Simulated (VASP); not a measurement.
Wanted: the native input for a VASP 6.6.1 run.

```yaml
Task: single point
Functional: r2SCAN
Potentials_or_basis: VASP PAW PBE potentials, release 64 (Cd, Se)
Cutoff: 520 eV
k_mesh: 7 × 7 × 4
Occupations: fermi-dirac, width 0.05 eV
Spin: no spin polarisation
Dipole_correction: no
Further_INCAR_settings: ALGO = Normal; EDIFF = 1e-06; NBANDS = 26
```

Crystal: CdSe (Cadmoselite).

```
Cd Se
1.0
     4.24188    0.00000    0.00000
    -2.12094    3.67358    0.00000
     0.00000    0.00000    6.92512
Cd Se
2 2
Direct
  0.66667 0.33333 0.50000
  0.33333 0.66667 0.00000
  0.66667 0.33333 0.88500
  0.33333 0.66667 0.38500
```

These files were run (other wordings do the same):

POSCAR

```
CdSe
1.0
    4.2418847678      0.0000000000      0.0000000000
   -2.1209423839      3.6735799689      0.0000000000
    0.0000000000      0.0000000000      6.9251235047
Cd Se
2 2
Direct
    0.6666666667      0.3333333333      0.5000000000
    0.3333333333      0.6666666667      0.0000000000
    0.6666666667      0.3333333333      0.8850000000
    0.3333333333      0.6666666667      0.3850000000
```

INCAR.step1

```
PREC = Accurate
ENCUT = 520
ISMEAR = -1
SIGMA = 0.05
LREAL = False
LASPH = True
NELM = 60
NBANDS = 26
GGA = PE
ALGO = Normal
EDIFF = 1E-4
LWAVE = True
LCHARG = False
```

INCAR.step2

```
PREC = Accurate
ENCUT = 520
EDIFF = 1E-6
ISMEAR = -1
SIGMA = 0.05
LREAL = False
LASPH = True
NELM = 60
ALGO = Normal
ISIF = 2
LWAVE = False
LCHARG = False
METAGGA = R2SCAN
LMIXTAU = True
NBANDS = 26
ISTART = 1
```

KPOINTS

```
Automatic mesh
0
Gamma
  7 7 4
```

Potentials or basis: VASP PAW PBE potentials, release 64 (Cd, Se).

The run is started by

```console
$ cat potpaw_PBE.64/Cd/POTCAR potpaw_PBE.64/Se/POTCAR > POTCAR
$ cp INCAR.step1 INCAR
$ mpirun -np 1 vasp_std > vasp.out
$ cp INCAR.step2 INCAR
$ mpirun -np 1 vasp_std > vasp.out
```

Results of the run:

The pressure is 4.5 GPa, the largest force is 0.332 eV/Å and the band gap on the k mesh is 1.28 eV, direct.

Caveat: the PAW data sets were made with another functional, which shifts forces and pressure a little.

Run time: 110 s on 1 thread of Intel(R) Xeon(R) Platinum 8559C (Emerald Rapids), with other jobs on the host, peak memory 0.26 GiB.
